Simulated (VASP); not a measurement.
Crystal: AgI.

```
Ag I
1.0
     4.68629    0.00000    0.00000
    -2.34314    4.05844    0.00000
     0.00000    0.00000    7.66113
Ag I
2 2
Direct
  0.33333 0.66667 0.00245
  0.66667 0.33333 0.50245
  0.33333 0.66667 0.37745
  0.66667 0.33333 0.87745
```

| Quantity | Value |
| --- | --- |
| Program | VASP 6.6.1 |
| Task | relaxation of cell and atoms |
| Functional | LDA |
| Potentials or basis | VASP PAW LDA potentials, release 64 (Ag, I) |
| Cutoff | 500 eV |
| k mesh | 6 × 6 × 4 |
| Occupations | fermi-dirac, width 0.02 eV |
| Spin | no spin polarisation |

At the start: pressure -3.8 GPa; volume 36.43 Å³/atom.

Q: How do energy, volume and symmetry change on relaxing?

A: Over 3 steps the energy falls by 60.5 meV/atom and the volume is 31.97 Å³/atom (-12.2 %); space group P6_3mc (No. 186, to 0.1 Å) before and after.

Step by step:
```tsv
step	energy change (eV)	largest force (eV/Å)	pressure (GPa)	volume (Å³)
1	0.0000	0.0056	-3.79	145.71
2	-0.2417	0.0024	-0.14	128.30
3	-0.2419	0.0027	0.01	127.89
```

Final structure:
```yaml
crystal:
  lattice:
    - [4.48753, 0.00000, 0.00000]
    - [-2.24376, 3.88631, 0.00000]
    - [0.00000, 0.00000, 7.33294]
  atoms:
    - { symbol: Ag, position: [0.33333, 0.66667, 0.00241] }
    - { symbol: Ag, position: [0.66667, 0.33333, 0.50241] }
    - { symbol: I, position: [0.33333, 0.66667, 0.37749] }
    - { symbol: I, position: [0.66667, 0.33333, 0.87749] }
```
